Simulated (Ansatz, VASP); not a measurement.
Two plane-wave programs on Cd

```
CELL_PARAMETERS angstrom
3.16092 0.00000 0.00000
-1.58046 2.73743 0.00000
0.00000 0.00000 10.35752
ATOMIC_POSITIONS crystal
Cd 0.00000 0.00000 0.00000
Cd 0.00000 0.00000 0.50000
Cd 0.33333 0.66667 0.25000
Cd 0.66667 0.33333 0.75000
```

Alike in both runs: task single point; functional RPBE; k mesh 13 × 13 × 4; occupations fermi-dirac, width 0.1 eV; no spin polarisation.

|  | VASP | Ansatz |
| --- | --- | --- |
| version | VASP 6.6.1 | Ansatz 0.2.0 |
| potentials or method | VASP PAW PBE potentials, release 64 (Cd), cutoff 520 eV | plane waves (420 eV) with PAW, scalar-relativistic |
| valence electrons in the cell | 48 | 80 |

|  | VASP | Ansatz | Ansatz less VASP |
| --- | --- | --- | --- |
| pressure (GPa) | 3.5 | 3.3 | -0.24 |
| traceless stress, the component that is largest in VASP (GPa) | 0.41 | 0.41 | -0.004 |

VASP's potentials were made for PBE, not for RPBE. The functional is the same, so the differences come from potentials, cutoffs and numerics. VASP's potentials hold 48 valence electrons a cell and Ansatz's 80, so a difference there can come from the potentials and not from the codes.
